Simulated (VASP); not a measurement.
# HfN (F-43m) in VASP: a series of runs, part 2 of 2

VASP 6.6.1.

### 4 Relaxation of cell and atoms, LDA

Input file INCAR:

```
ALGO = Normal
EDIFF = 1E-7
EDIFFG = -0.005
ENCUT = 600
GGA = CA
IBRION = 2
ISIF = 3
ISMEAR = 0
LASPH = True
LCHARG = False
LREAL = False
LWAVE = False
NELM = 80
NSW = 100
PREC = Accurate
SIGMA = 0.1
```

Input file KPOINTS:

```
k-points
0
Gamma
  16 16 16
```

Input file POSCAR:

```
HfN
1.0
    0.0000000000      2.4159666998      2.4159666998
    2.4159666998      0.0000000000      2.4159666998
    2.4159666998      2.4159666998      0.0000000000
Hf N
1 1
Direct
    0.0000000000      0.0000000000      0.0000000000
    0.7500000000      0.7500000000      0.7500000000
```

Potentials or basis: VASP PAW LDA potentials, release 64 (Hf_pv, N).

Started as:

```console
$ cat potpaw_LDA.64/Hf_pv/POTCAR potpaw_LDA.64/N/POTCAR > POTCAR
$ mpirun -np 1 vasp_std > vasp.out
```

OUTCAR:

```text
EDIFF = 1E-7
   EDIFFG = -0.005
   ENCUT = 600
   GGA = CA
   IBRION = 2
   ISIF = 3
   ISMEAR = 0
   LASPH = True
   LREAL = False
   NELM = 80
   NSW = 100
   PREC = Accurate

 ion  position               nearest neighbor table
   1  0.000  0.000  0.000-   2 2.09   2 2.09   2 2.09   2 2.09
   2  0.750  0.750  0.750-   1 2.09   1 2.09   1 2.09   1 2.09

  LATTYP: Found a face centered cubic cell.
 ALAT       =     4.8319333996

  Lattice vectors:

 A1 = (   0.0000000000,   2.4159666998,   2.4159666998)
 A2 = (   2.4159666998,   0.0000000000,   2.4159666998)
 A3 = (   2.4159666998,   2.4159666998,   0.0000000000)

Analysis of symmetry for initial positions (statically):
=====================================================================
 Subroutine PRICEL returns:
 Original cell was already a primitive cell.

 Routine SETGRP: Setting up the symmetry group for a
 face centered cubic supercell.

 Subroutine GETGRP returns: Found 24 space group operations
 (whereof 24 operations were pure point group operations)
 out of a pool of 48 trial point group operations.

The static configuration has the point symmetry T_d .

Analysis of symmetry for dynamics (positions and initial velocities):
=====================================================================
 Subroutine PRICEL returns:
 Original cell was already a primitive cell.
[... 228 lines left out ...]

 number of electron      15.0000001 magnetization

 Free energy of the ion-electron system (eV)
  ---------------------------------------------------
  ext. energy  EPLUGINS =         0.00000000
  ---------------------------------------------------
  free energy    TOTEN  =       -23.06451185 eV

  energy without entropy =      -23.06198825  energy(sigma->0) =      -23.06325005

 E-fermi :   5.9644     XC(G=0): -11.7465

 val. band max:        5.9265551916   @ k =  -0.3750   0.2500   0.1250
 cond. band min:       5.9912147741   @ k =   0.3125   0.1875   0.0000
 fundamental gap:      0.0646595825
 Fermi energy:         5.9644090525

 k-point     1 :       0.0000    0.0000    0.0000
  band No.  band energies     occupation
      1     -24.7876      2.00000
      2     -24.7876      2.00000
      3     -24.7876      2.00000
      4     -10.2000      2.00000
      5       0.2823      2.00000
      6       0.2823      2.00000
      7       0.2823      2.00000
      8       5.4740      2.00000
      9       8.2124      0.00000
     10       8.2124      0.00000
     11      12.8436      0.00000
[... 309 lines left out ...]
 k-point    24 :      -0.0625    0.0625    0.0000
  band No.  band energies     occupation
      1     -24.8456      2.00000
      2     -24.8032      2.00000
      3     -24.7921      2.00000
      4     -10.0585      2.00000
      5       0.0573      2.00000
      6       0.3506      2.00000
      7       0.3927      2.00000
      8       6.0277      0.37070
      9       7.8883      0.00000
     10       8.1716      0.00000
     11      12.6669      0.00000

 [... further k-points ...]

------------------------ aborting loop because EDIFF is reached ----------------------------------------

  FORCE on cell =-STRESS in cart. coord.  units (eV):
  Direction    XX          YY          ZZ          XY          YZ          ZX
  --------------------------------------------------------------------------------------
  -------------------------------------------------------------------------------------
  Total        0.0001829      0.0001829      0.0001829     -0.0000000     -0.0000000      0.0000000
  in kB        0.0104183      0.0104183      0.0104183     -0.0000000     -0.0000000      0.0000000
  external PRESSURE =       0.0104183 kB  Pullay stress =       0.0000000 kB
[... 17 lines left out ...]
  FREE ENERGIE OF THE ION-ELECTRON SYSTEM (eV)
  ---------------------------------------------------
  free  energy   TOTEN  =       -23.0645118467 eV

  energy  without entropy=      -23.0619882518  energy(sigma->0) =      -23.06325005

 reached required accuracy - stopping structural energy minimisation
```

CONTCAR:

```text
HfN
   1.00000000000000
    -0.0000000000000000    2.4138189377069157    2.4138189377069157
     2.4138189377069157    0.0000000000000000    2.4138189377069157
     2.4138189377069157    2.4138189377069157   -0.0000000000000000
  Hf              N
     1     1
Direct
     0.0000000000000000    0.0000000000000000    0.0000000000000000
     0.7500000000000000    0.7500000000000000    0.7500000000000000

  0.00000000E+00  0.00000000E+00  0.00000000E+00
  0.00000000E+00  0.00000000E+00  0.00000000E+00
```

Run time: 2.4 min. Hardware: 1 thread of Intel Xeon 8259CL, shared host; peak memory 0.19 GiB.

What came out:

| Quantity | Value |
| --- | --- |
| Free energy | -23.0645 eV |
| Relaxed volume | 14.06 Å³/atom |
| Relaxed cell | a = 3.414 Å, b = 3.414 Å, c = 3.414 Å, α = 60.00°, β = 60.00°, γ = 60.00° |
| Space group after relaxing (to 0.1 Å) | F-43m (No. 216) |
| Energy gained by relaxing | 0.1 meV/atom |
| Ionic steps | 3 |
| Pressure after relaxing | 0.0 GPa |
| Band gap on the k mesh | zero (an odd number of electrons rules out a gap without spin polarisation) |

Step by step:
```
step  energy change (eV)  largest force (eV/Å)  pressure (GPa)  volume (Å³)
   1              0.0000                0.0000           -0.58        28.20
   2              0.0003                0.0000            1.06        27.99
   3             -0.0001                0.0000            0.00        28.13
```

Final structure:
```
CELL_PARAMETERS angstrom
0.00000 2.41382 2.41382
2.41382 0.00000 2.41382
2.41382 2.41382 0.00000
ATOMIC_POSITIONS crystal
Hf 0.00000 0.00000 0.00000
N 0.75000 0.75000 0.75000
```

Caveat: spin-orbit coupling is left out, which moves the levels of the heavy elements.

### 5 Single point, LDA

Input file INCAR:

```
SYSTEM = HfN
ALGO     = Normal         ! electronic algorithm
EDIFF    = 1E-6           ! SCF threshold, eV
ENCUT    = 600            ! plane-wave cutoff, eV
GGA      = CA             ! functional
GGA_COMPAT= .False.      
ISIF     = 2              ! what is computed and relaxed
ISMEAR   = 0              ! smearing method
LASPH    = .True.         ! aspherical terms in the spheres
LCHARG   = .False.        ! write CHGCAR
LREAL    = .False.        ! projectors in reciprocal space
LWAVE    = .False.        ! write WAVECAR
NBANDS   = 14             ! bands
NELM     = 120            ! most SCF steps
PREC     = Accurate       ! precision mode
SIGMA    = 0.1            ! smearing width, eV
```

Input file KPOINTS:

```
k-points
0
Gamma
  8 8 8
  0 0 0
```

Input file POSCAR:

```
HfN
1.0
    0.0000000000      2.4159666999      2.4159666999
    2.4159666999      0.0000000000      2.4159666999
    2.4159666999      2.4159666999      0.0000000000
Hf N
1 1
Direct
    0.0000000000      0.0000000000      0.0000000000
    0.7500000000      0.7500000000      0.7500000000
```

Potentials or basis: VASP PAW LDA potentials, release 64 (Hf_pv, N).

Started as:

```console
$ cat potpaw_LDA.64/Hf_pv/POTCAR potpaw_LDA.64/N/POTCAR > POTCAR
$ mpirun -np 1 vasp_std > vasp.out
```

OUTCAR:

```text
SYSTEM = HfN
   EDIFF = 1E-6
   ENCUT = 600
   GGA = CA
   ISIF = 2
   ISMEAR = 0
   LASPH = .True.
   LREAL = .False.
   NELM = 120
   PREC = Accurate

 ion  position               nearest neighbor table
   1  0.000  0.000  0.000-   2 2.09   2 2.09   2 2.09   2 2.09
   2  0.750  0.750  0.750-   1 2.09   1 2.09   1 2.09   1 2.09

  LATTYP: Found a face centered cubic cell.
 ALAT       =     4.8319333998

  Lattice vectors:

 A1 = (   0.0000000000,   2.4159666999,   2.4159666999)
 A2 = (   2.4159666999,   0.0000000000,   2.4159666999)
 A3 = (   2.4159666999,   2.4159666999,   0.0000000000)

Analysis of symmetry for initial positions (statically):
=====================================================================
 Subroutine PRICEL returns:
 Original cell was already a primitive cell.

 Routine SETGRP: Setting up the symmetry group for a
 face centered cubic supercell.

 Subroutine GETGRP returns: Found 24 space group operations
 (whereof 24 operations were pure point group operations)
 out of a pool of 48 trial point group operations.

The static configuration has the point symmetry T_d .

Analysis of symmetry for dynamics (positions and initial velocities):
=====================================================================
 Subroutine PRICEL returns:
 Original cell was already a primitive cell.

 Routine SETGRP: Setting up the symmetry group for a
 face centered cubic supercell.

 Subroutine GETGRP returns: Found 24 space group operations
 (whereof 24 operations were pure point group operations)
 out of a pool of 48 trial point group operations.

The dynamic configuration has the point symmetry T_d .

 Subroutine INISYM returns: Found 24 space group operations
 (whereof 24 operations are pure point group operations),
 and found     1 'primitive' translations

----------------------------------------------------------------------------------------

                                     Primitive cell

  volume of cell :      28.2035

  direct lattice vectors                    reciprocal lattice vectors
     0.000000000  2.415966700  2.415966700    -0.206956495  0.206956495  0.206956495
     2.415966700  0.000000000  2.415966700     0.206956495 -0.206956495  0.206956495
     2.415966700  2.415966700  0.000000000     0.206956495  0.206956495 -0.206956495

  length of vectors
     3.416692873  3.416692873  3.416692873     0.358459164  0.358459164  0.358459164

  position of ions in fractional coordinates (direct lattice)
     0.000000000  0.000000000  0.000000000
     0.750000000  0.750000000  0.750000000

  ion indices of the primitive-cell ions
   primitive index   ion index
                 1           1
                 2           2

----------------------------------------------------------------------------------------

 KPOINTS: k-points

Automatic generation of k-mesh.
 Grid dimensions read from file:
 generate k-points for:    8    8    8

 Generating k-lattice:

  Cartesian coordinates                     Fractional coordinates (reciprocal lattice)
    -0.025869562  0.025869562  0.025869562     0.125000000  0.000000000  0.000000000
     0.025869562 -0.025869562  0.025869562     0.000000000  0.125000000  0.000000000
     0.025869562  0.025869562 -0.025869562     0.000000000  0.000000000  0.125000000

  Length of vectors
     0.044807396  0.044807396  0.044807396

  Shift w.r.t. Gamma in fractional coordinates (k-lattice)
[... 37 lines left out ...]
   dimension x,y,z NGX =    28 NGY =   28 NGZ =   28
   dimension x,y,z NGXF=    56 NGYF=   56 NGZF=   56
   ions per type =               1   1
   NGX,Y,Z   is equivalent  to a cutoff of  13.62, 13.62, 13.62 a.u.
   NGXF,Y,Z  is equivalent  to a cutoff of  27.25, 27.25, 27.25 a.u.
 SYSTEM =  HfN
   PREC   = accura    normal or accurate (medium, high low for compatibility)
   ISTART =      0    job   : 0-new  1-cont  2-samecut
   ICHARG =      2    charge: 1-file 2-atom 10-const
   ISPIN  =      1    spin polarized calculation?
   LNONCOLLINEAR =      F non collinear calculations
   LSORBIT =      F    spin-orbit coupling
   LASPH  =      T    aspherical Exc in radial PAW
   ENCUT  =  600.0 eV  44.10 Ry    6.64 a.u.   6.82  6.82  6.82*2*pi/ulx,y,z
   NELM   =    120;   NELMIN=  2; NELMDL= -5     # of ELM steps
   EDIFF  = 0.1E-05   stopping-criterion for ELM
   LREAL  =      F    real-space projection
   EDIFFG = 0.1E-04   stopping-criterion for IOM
   NSW    =      0    number of steps for IOM
   IBRION =     -1    ionic relax: 0-MD 1-quasi-New 2-CG
   NFREE  =      0    steps in history (QN), initial steepest desc. (CG)
   ISIF   =      2    stress and relaxation
   ISYM   =      2    0-nonsym 1-usesym 2-fastsym
   POTIM  = 0.5000    time-step for ionic-motion
   TEBEG  =    0.0;   TEEND  =   0.0 temperature during run
   PSTRESS=    0.0 pullay stress
   NELECT =      15.0000    total number of electrons
   NUPDOWN=      -1.0000    fix difference up-down
   EMIN   =  10.00;   EMAX   =-10.00  energy-range for DOS
   EFERMI =   0.00;   METHOD = LEGACY
   ISMEAR =     0;   SIGMA  =   0.10  broadening in eV -4-tet -1-fermi 0-gaus
   EFERMI_NEDOS =   21; number of points for ismear=-14 and -15
   IALGO  =     38    algorithm
   IMIX   =      4    mixing-type and parameters
     AMIX     =   0.40;   BMIX     =  1.00
     AMIX_MAG =   1.60;   BMIX_MAG =  1.00
  volume/ion in A,a.u.               =      14.10        95.16
  Fermi-wavevector in a.u.,A,eV,Ry     =   1.326389  2.506512 23.936842  1.759308
  Thomas-Fermi vector in A             =   2.455780
   LORBIT       =      0    0 simple, 1 ext, 2 COOP (PROOUT), +10 PAW based schemes
   GGA     = CA    functional components
   LHFCALC =     F    Hartree Fock is set to
   AEXX    =    0.0000 exact exchange contribution
   IVDW    =     0    specifies the selected vdW correction
   LEPSILON=     F    determine dielectric tensor
   LRPA    =     F    only Hartree local field effects (RPA)
 non-spin polarized calculation
 Gauss-broadening in eV      SIGMA  =   0.10
  energy-cutoff  :      600.00
  volume of cell :       28.20
 maximum number of plane-waves:       960
   NGX = 13   NGY = 13   NGZ = 13

 number of electron      15.0000001 magnetization

 Free energy of the ion-electron system (eV)
  ---------------------------------------------------
  ext. energy  EPLUGINS =         0.00000000
  ---------------------------------------------------
  free energy    TOTEN  =       -23.07077097 eV

  energy without entropy =      -23.06866143  energy(sigma->0) =      -23.06971620

 E-fermi :   5.9553     XC(G=0): -11.7330

 val. band max:        5.9076314258   @ k =  -0.3750   0.2500   0.1250
 cond. band min:       6.2365233326   @ k =   0.3750   0.2500   0.1250
 fundamental gap:      0.3288919067
 Fermi energy:         5.9553248059

 k-point     1 :       0.0000    0.0000    0.0000
  band No.  band energies     occupation
      1     -24.8158      2.00000
      2     -24.8158      2.00000
      3     -24.8158      2.00000
      4     -10.2037      2.00000
      5       0.2777      2.00000
      6       0.2777      2.00000
      7       0.2777      2.00000
      8       5.4473      2.00000
      9       8.1857      0.00000
     10       8.1857      0.00000
     11      12.8076      0.00000
     12      12.8076      0.00000
     13      12.8076      0.00000
     14      17.5681      0.00000
[... 377 lines left out ...]
      1     -25.3317      2.00000
      2     -25.0386      2.00000
      3     -24.9374      2.00000
      4      -8.7409      2.00000
      5       0.3353      2.00000
      6       0.5423      2.00000
      7       1.5434      2.00000
      8       5.9076      1.50000
      9       7.8627      0.00000
     10       8.9240      0.00000
     11      11.9753      0.00000
     12      12.3237      0.00000
     13      13.0512      0.00000
     14      16.3396      0.00000

 [... further k-points ...]

------------------------ aborting loop because EDIFF is reached ----------------------------------------

  FORCE on cell =-STRESS in cart. coord.  units (eV):
  Direction    XX          YY          ZZ          XY          YZ          ZX
  --------------------------------------------------------------------------------------
  -------------------------------------------------------------------------------------
  Total       -0.1206330     -0.1206330     -0.1206330      0.0000000     -0.0000000      0.0000000
  in kB       -6.8528916     -6.8528916     -6.8528916      0.0000000     -0.0000000      0.0000000
  external PRESSURE =      -6.8528916 kB  Pullay stress =       0.0000000 kB

 VOLUME and BASIS-vectors are now :
 -----------------------------------------------------------------------------
  energy-cutoff  :      600.00
  volume of cell :       28.20
      direct lattice vectors                 reciprocal lattice vectors
     0.000000000  2.415966700  2.415966700    -0.206956495  0.206956495  0.206956495
     2.415966700  0.000000000  2.415966700     0.206956495 -0.206956495  0.206956495
     2.415966700  2.415966700  0.000000000     0.206956495  0.206956495 -0.206956495

 POSITION                                       TOTAL-FORCE (eV/Angst)
 -----------------------------------------------------------------------------------
      0.00000      0.00000      0.00000        -0.000000      0.000000      0.000000
      3.62395      3.62395      3.62395         0.000000     -0.000000     -0.000000
 -----------------------------------------------------------------------------------
    total drift:                                0.000000      0.000000      0.000000

  FREE ENERGIE OF THE ION-ELECTRON SYSTEM (eV)
  ---------------------------------------------------
  free  energy   TOTEN  =       -23.0707709673 eV

  energy  without entropy=      -23.0686614347  energy(sigma->0) =      -23.06971620
```

It took 14 s on 1 thread of Intel Xeon Platinum 8375C at 2.90GHz (Ice Lake), shared host; peak memory 0.14 GiB.

Results:

- Free energy: -23.0708 eV
- Pressure: -0.7 GPa
- Band gap on the k mesh: zero (an odd number of electrons rules out a gap without spin polarisation)

Caveat: spin-orbit coupling is left out, which moves the levels of the heavy elements.

### 6 Overview

```tsv
task	cell	k mesh	cutoff (eV)	smearing	gap on the mesh (eV)	pressure (GPa)
single point	a = 3.415 Å, angles 60.0°, 2 atoms	12 × 12 × 12	520	gaussian 0.15 eV	none	0.0
single point	a = 3.415 Å, angles 60.0°, 2 atoms	16 × 16 × 16	520	gaussian 0.1 eV	none	-0.2
relaxation of cell and atoms	relaxed from a = 3.417 Å, angles 60.0°, 2 atoms	16 × 16 × 16	600	gaussian 0.1 eV	none	0.0
single point	a = 3.417 Å, angles 60.0°, 2 atoms	8 × 8 × 8	600	gaussian 0.1 eV	none	-0.7
```

Alike in all rows: level LDA; potentials or basis VASP PAW LDA potentials, release 64 (Hf_pv, N); no spin polarisation.

Caveats: spin-orbit coupling is left out, which moves the levels of the heavy elements.

Absolute energies hang on the potentials; compare differences alone.
